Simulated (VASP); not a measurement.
# Te2Pb3Se (Pmn2_1) in VASP: single point with PBE

Aim: the single point of Te2Pb3Se with PBE.

Program: VASP 6.6.1. These are calculated values, not measurements. Logs are shortened: lines on timing, memory, paths and dates and some standing lists are left out, and cuts for length are marked.

## 1. The cell of the first run

Symmetry: Pmn2_1, No. 31, orthorhombic system. Conventional cell: a = 13.717 Å, b = 6.533 Å, c = 4.516 Å, α = 90.00°, β = 90.00°, γ = 90.00°. Te (site symmetry 1) has 6 Pb at 3.21 to 3.33 Å within 4.2 Å. Within 4.0 Å of Pb (site symmetry 1) lie 2 Se at 3.06 to 3.18 Å and 4 Te at 3.21 to 3.33 Å. Pb (site symmetry m) has 2 Se at 3.01 to 3.52 Å and 4 Te at 3.21 to 3.31 Å within 4.0 Å. Se (site symmetry m) has 6 Pb at 3.01 to 3.52 Å within 4.0 Å.

## 2. Single point, PBE

Input file INCAR:

```
PREC = Accurate
ENCUT = 520
EDIFF = 1E-7
ISMEAR = 0
SIGMA = 0.1
LREAL = F
LASPH = T
NELM = 60
ALGO = Normal
ISIF = 2
LWAVE = F
LCHARG = F
GGA = PE
NBANDS = 72
```

Input file KPOINTS:

```
Automatic mesh
0
Gamma
  2 4 4
```

Input file POSCAR:

```
Te2Pb3Se
1.0
   13.7166414619      0.0000000000      0.0000000000
    0.0000000000      6.5325851711      0.0000000000
    0.0000000000      0.0000000000      4.5157563605
Te Pb Se
4 6 2
Direct
    0.8290056823      0.2499979809      0.7409988640
    0.1709943177      0.2499979809      0.7409988640
    0.6709943177      0.7500020191      0.2409988640
    0.3290056823      0.7500020191      0.2409988640
    0.8433827410      0.7502970990      0.7602753178
    0.5000000000      0.7776537204      0.7563385930
    0.1566172590      0.7502970990      0.7602753178
    0.0000000000      0.2223462796      0.2563385930
    0.6566172590      0.2497029010      0.2602753178
    0.3433827410      0.2497029010      0.2602753178
    0.5000000000      0.2383477096      0.7417758111
    0.0000000000      0.7616522904      0.2417758111
```

Potentials or basis: VASP PAW PBE potentials, release 64 (Te, Pb_d, Se).

Command:

```console
cat potpaw_PBE.64/Te/POTCAR potpaw_PBE.64/Pb_d/POTCAR potpaw_PBE.64/Se/POTCAR > POTCAR
mpirun -np 1 vasp_std > vasp.out
```

OUTCAR:

```text
PREC = Accurate
   ENCUT = 520
   EDIFF = 1E-7
   ISMEAR = 0
   LREAL = F
   LASPH = T
   NELM = 60
   ISIF = 2
   GGA = PE

 ion  position               nearest neighbor table
   1  0.829  0.250  0.741-   9 3.21   8 3.21   5 3.27   5 3.28   8 3.31   9 3.33
   2  0.171  0.250  0.741-  10 3.21   8 3.21   7 3.27   7 3.28   8 3.31  10 3.33
   3  0.671  0.750  0.241-   5 3.21   6 3.21   9 3.27   9 3.28   6 3.31   5 3.33
   4  0.329  0.750  0.241-   7 3.21   6 3.21  10 3.27  10 3.28   6 3.31   7 3.33
   5  0.843  0.750  0.760-  12 3.06  12 3.18   3 3.21   1 3.27   1 3.28   3 3.33
   6  0.500  0.778  0.756-  11 3.01   4 3.21   3 3.21   3 3.31   4 3.31
   7  0.157  0.750  0.760-  12 3.06  12 3.18   4 3.21   2 3.27   2 3.28   4 3.33
   8  0.000  0.222  0.256-  12 3.01   2 3.21   1 3.21   1 3.31   2 3.31
   9  0.657  0.250  0.260-  11 3.06  11 3.18   1 3.21   3 3.27   3 3.28   1 3.33
  10  0.343  0.250  0.260-  11 3.06  11 3.18   2 3.21   4 3.27   4 3.28   2 3.33
  11  0.500  0.238  0.742-   6 3.01   9 3.06  10 3.06  10 3.18   9 3.18
  12  0.000  0.762  0.242-   8 3.01   7 3.06   5 3.06   7 3.18   5 3.18

  LATTYP: Found a simple orthorhombic cell.
 ALAT       =     4.5157563605
 B/A-ratio  =     1.4466203775
 C/A-ratio  =     3.0375069793

  Lattice vectors:

 A1 = (   0.0000000000,   0.0000000000,  -4.5157563605)
 A2 = (   0.0000000000,   6.5325851711,   0.0000000000)
 A3 = (  13.7166414619,   0.0000000000,   0.0000000000)

Analysis of symmetry for initial positions (statically):
=====================================================================
 Subroutine PRICEL returns:
 Original cell was already a primitive cell.

 Routine SETGRP: Setting up the symmetry group for a
 simple orthorhombic supercell.

 Subroutine GETGRP returns: Found  4 space group operations
 (whereof  2 operations were pure point group operations)
 out of a pool of  8 trial point group operations.

The static configuration has the point symmetry C_1h.
 The point group associated with its full space group is C_2v.

Analysis of symmetry for dynamics (positions and initial velocities):
=====================================================================
 Subroutine PRICEL returns:
 Original cell was already a primitive cell.

 Routine SETGRP: Setting up the symmetry group for a
 simple orthorhombic supercell.

 Subroutine GETGRP returns: Found  4 space group operations
 (whereof  2 operations were pure point group operations)
 out of a pool of  8 trial point group operations.

The dynamic configuration has the point symmetry C_1h.
 The point group associated with its full space group is C_2v.
[... 125 lines left out ...]
   EMIN   =  10.00;   EMAX   =-10.00  energy-range for DOS
   EFERMI =   0.00;   METHOD = LEGACY
   ISMEAR =     0;   SIGMA  =   0.10  broadening in eV -4-tet -1-fermi 0-gaus
   EFERMI_NEDOS =   21; number of points for ismear=-14 and -15
   IALGO  =     38    algorithm
   IMIX   =      4    mixing-type and parameters
     AMIX     =   0.40;   BMIX     =  1.00
     AMIX_MAG =   1.60;   BMIX_MAG =  1.00
  volume/ion in A,a.u.               =      33.72       227.55
  Fermi-wavevector in a.u.,A,eV,Ry     =   1.091727  2.063065 16.216352  1.191868
  Thomas-Fermi vector in A             =   2.227978
   LORBIT       =      0    0 simple, 1 ext, 2 COOP (PROOUT), +10 PAW based schemes
   GGA     = PE    functional components
   LHFCALC =     F    Hartree Fock is set to
   AEXX    =    0.0000 exact exchange contribution
   IVDW    =     0    specifies the selected vdW correction
   LEPSILON=     F    determine dielectric tensor
   LRPA    =     F    only Hartree local field effects (RPA)
 non-spin polarized calculation
 Gauss-broadening in eV      SIGMA  =   0.10
  energy-cutoff  :      520.00
  volume of cell :      404.63
 maximum number of plane-waves:     10944
 NGX is ok and might be reduce to   108
   NGX = 51   NGY = 25   NGZ = 17

 number of electron     120.0000001 magnetization

 Free energy of the ion-electron system (eV)
  ---------------------------------------------------
  ext. energy  EPLUGINS =         0.00000000
  ---------------------------------------------------
  free energy    TOTEN  =       -46.30853812 eV

  energy without entropy =      -46.30853807  energy(sigma->0) =      -46.30853809

 E-fermi :   5.1648     XC(G=0):  -9.1341

 val. band max:        4.8204145099   @ k =   0.5000   0.5000   0.0000
 cond. band min:       5.5099443759   @ k =   0.0000   0.5000   0.5000
 fundamental gap:      0.6895298660
 Fermi energy:         5.1648013666

 k-point     1 :       0.0000    0.0000    0.0000
  band No.  band energies     occupation
      1     -11.9213      2.00000
      2     -11.9112      2.00000
      3     -11.8738      2.00000
      4     -11.8734      2.00000
      5     -11.8706      2.00000
      6     -11.8699      2.00000
[... 1339 lines left out ...]
     71       7.6900      0.00000
     72       7.6900      0.00000

------------------------ aborting loop because EDIFF is reached ----------------------------------------

  FORCE on cell =-STRESS in cart. coord.  units (eV):
  Direction    XX          YY          ZZ          XY          YZ          ZX
  --------------------------------------------------------------------------------------
  -------------------------------------------------------------------------------------
  Total        0.5089657     -1.0131764      1.6247989      0.0000000      0.0000000      0.0000000
  in kB        2.0152816     -4.0117354      6.4334928      0.0000000      0.0000000      0.0000000
  external PRESSURE =       1.4790130 kB  Pullay stress =       0.0000000 kB

 VOLUME and BASIS-vectors are now :
 -----------------------------------------------------------------------------
  energy-cutoff  :      520.00
  volume of cell :      404.63
      direct lattice vectors                 reciprocal lattice vectors
    13.716641462  0.000000000  0.000000000     0.072904144  0.000000000  0.000000000
     0.000000000  6.532585171  0.000000000     0.000000000  0.153078754  0.000000000
     0.000000000  0.000000000  4.515756361     0.000000000  0.000000000  0.221446845

 POSITION                                       TOTAL-FORCE (eV/Angst)
 -----------------------------------------------------------------------------------
     11.37117      1.63313      3.34617         0.018220     -0.002202      0.028076
      2.34547      1.63313      3.34617        -0.018220     -0.002202      0.028076
      9.20379      4.89945      1.08829        -0.018220      0.002202      0.028076
      4.51285      4.89945      1.08829         0.018220      0.002202      0.028076
     11.56838      4.90138      3.43322        -0.012735      0.004397     -0.021119
      6.85832      5.08009      3.41544         0.000000      0.017478     -0.032277
      2.14826      4.90138      3.43322         0.012735      0.004397     -0.021119
      0.00000      1.45250      1.15756         0.000000     -0.017478     -0.032277
      9.00658      1.63121      1.17534         0.012735     -0.004397     -0.021119
      4.71006      1.63121      1.17534        -0.012735     -0.004397     -0.021119
      6.85832      1.55703      3.34968         0.000000     -0.027652      0.018363
      0.00000      4.97556      1.09180         0.000000      0.027652      0.018363
 -----------------------------------------------------------------------------------
    total drift:                                0.000000      0.000000     -0.000280

  FREE ENERGIE OF THE ION-ELECTRON SYSTEM (eV)
  ---------------------------------------------------
  free  energy   TOTEN  =       -46.3085381177 eV

  energy  without entropy=      -46.3085380671  energy(sigma->0) =      -46.30853809
```

stdout:

```text
POSCAR found type information on POSCAR TePbSe
 POSCAR found :  3 types and      12 ions
 scaLAPACK will be used
 LDA part: xc-table for (Slater+PW92), standard interpolation
 POSCAR, INCAR and KPOINTS ok, starting setup
 FFT: planning ... GRIDC
 FFT: planning ... GRID_SOFT
 FFT: planning ... GRID
 WAVECAR not read
 entering main loop
```

Run time: 13 min. Hardware: 1 thread of Intel Xeon Platinum 8259CL at 2.50GHz (Skylake/Cascade Lake), shared host; peak memory 0.7 GiB.

What came out:

```yaml
Free_energy: -46.3085 eV
Pressure: 0.1 GPa
Largest_force: 0.037 eV/Å
Band_gap_on_the_k_mesh: 0.69 eV (least direct gap 0.73 eV)
```

Forces in eV/Å, atoms in the order of the input:
```
Te   0.018 -0.002  0.028
Te  -0.018 -0.002  0.028
Te  -0.018  0.002  0.028
Te   0.018  0.002  0.028
Pb  -0.013  0.004 -0.021
Pb   0.000  0.017 -0.032
Pb   0.013  0.004 -0.021
Pb   0.000 -0.017 -0.032
Pb   0.013 -0.004 -0.021
Pb  -0.013 -0.004 -0.021
Se   0.000 -0.028  0.018
Se   0.000  0.028  0.018
```

Stress tensor (GPa, compression positive):
```
 0.20  0.00  0.00
 0.00 -0.40  0.00
 0.00  0.00  0.64
```

Caveat: spin-orbit coupling is left out, which moves the levels of the heavy elements. A k mesh can miss the band edges.
